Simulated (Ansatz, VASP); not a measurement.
## PbSe in VASP and in Ansatz

POSCAR

```
PbSe
1.0
    0.0000000000      3.0192847941      3.0192847941
    3.0192847941      0.0000000000      3.0192847941
    3.0192847941      3.0192847941      0.0000000000
Pb Se
1 1
Direct
    0.0000000000      0.0000000000      0.0000000000
    0.5000000000      0.5000000000      0.5000000000
```

INCAR.step1

```
SYSTEM = PbSe
  PREC = Accurate
  ENCUT = 520
  EDIFF = 1E-5
  ISMEAR = -1
  SIGMA = 0.05
  LREAL = .False.
  LASPH = .True.
  NELM = 60
  ALGO = Normal
  ISIF = 2
  LWAVE = .True.
  GGA = PE
  NBANDS = 17
```

INCAR.step2

```
SYSTEM = PbSe
  PREC = Accurate
  ENCUT = 520
  EDIFF = 1E-6
  ISMEAR = -1
  SIGMA = 0.05
  LREAL = .False.
  LASPH = .True.
  NELM = 60
  ALGO = Normal
  ISIF = 2
  LWAVE = .False.
  LCHARG = .True.
  GGA = PS
  LHFCALC = .True.
  AEXX = 0.25
  PRECFOCK = Normal
  LELF = .True.
  LVHAR = .True.
  ISTART = 1
  NBANDS = 17
```

File KPOINTS:

```
regular mesh
0
Gamma
  4 4 4
  0 0 0
```

Contents of input.yaml:

```yaml
crystal:
  lattice:
    - [0.0, 3.0192847941, 3.0192847941]
    - [3.0192847941, 0.0, 3.0192847941]
    - [3.0192847941, 3.0192847941, 0.0]
  atoms:
    - { symbol: Pb, position: [0.0, 0.0, 0.0] }
    - { symbol: Se, position: [0.5, 0.5, 0.5] }
hamiltonian:
  xc: { exchange: pbesol, correlation: pbesol, exx: { coeff: 0.25 } }
  pseudopotentials: { kind: paw }
kpoints:
  mp_grid: { grid: [4, 4, 4] }
scf:
  occupations: { method: fermi_dirac, width: 0.05 }
output:
  forces: true
  stress: true
  eigenvalues: true
  write_density: true
  write_potential: true
  elf: true
  volumetric_format: npy
```

Alike in both runs: task single point; functional PBEsol-based global hybrid; k mesh 4 × 4 × 4; occupations fermi-dirac, width 0.05 eV; no spin polarisation.

|  | VASP | Ansatz |
| --- | --- | --- |
| version | VASP 6.6.1 | Ansatz 0.2.0 |
| potentials or method | VASP PAW PBE potentials, release 64 (Pb_d, Se) | Ansatz PAW |
| plane-wave cutoff (eV) | 520 | 420 |
| valence electrons in the cell | 20 | 30 |

|  | VASP | Ansatz | Ansatz less VASP |
| --- | --- | --- | --- |
| gap on the k mesh at the Fermi level (eV) | 1.13 | 1.05 | -0.080 |
| least direct gap on the mesh (eV) | 1.13 | 1.05 | -0.080 |
| pressure (GPa) | 1.5 | 1.7 | +0.26 |

VASP's potentials were made for PBE, not for PBEsol-based global hybrid. The functional is the same, so the differences come from potentials, cutoffs and numerics. VASP's potentials hold 20 valence electrons a cell and Ansatz's 30, so a difference there can come from the potentials and not from the codes.

The k mesh is coarse, so the values compare programs but aren't converged. Spin-orbit coupling is off throughout.
